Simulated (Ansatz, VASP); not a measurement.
## One calculation of Cu3Ni2, two programs

```
Cu Ni
1.0
     2.51688    0.00000    0.00000
    -1.25844    2.17969    0.00000
     0.00000    0.00000   20.88194
Cu Ni
6 4
Direct
  0.33333 0.66667 0.00000
  0.66667 0.33333 0.69899
  0.66667 0.33333 0.89784
  0.66667 0.33333 0.10216
  0.66667 0.33333 0.30101
  0.66667 0.33333 0.50000
  0.33333 0.66667 0.59951
  0.33333 0.66667 0.79862
  0.33333 0.66667 0.20138
  0.33333 0.66667 0.40049
```

Alike in both runs: task single point; functional r2SCAN; k mesh 18 × 18 × 2; occupations gaussian, width 0.1 eV; no spin polarisation.

|  | VASP | Ansatz |
| --- | --- | --- |
| version | VASP 6.6.1 | Ansatz 0.2.0 |
| potentials or method | VASP PAW PBE potentials, release 64 (Cu, Ni), cutoff 520 eV | scalar-relativistic, plane waves, PAW |
| valence electrons in the cell | 106 | 186 |

Ansatz gave:

| Property | Result |
| --- | --- |
| gap on the k mesh at the Fermi level (eV) | none |
| pressure (GPa) | -7.3 |
| traceless stress, the component that is largest in VASP (GPa) | 0.14 |
| rms of the force components (eV/Å) | 0.007 |

Estimate VASP's values.

gap on the k mesh at the Fermi level (eV): none; pressure (GPa): -6.6; traceless stress, the component that is largest in VASP (GPa): 0.01; rms of the force components (eV/Å): 0.009.

VASP's potentials were made for PBE, not for r2SCAN. Atom by atom the forces differ by 0.002 eV/Å (rms over components). A gap of «none» marks a metal or a gap that the smearing closes. The functional is the same, so the differences come from potentials, cutoffs and numerics. VASP's potentials hold 106 valence electrons a cell and Ansatz's 186, so a difference there can come from the potentials and not from the codes.
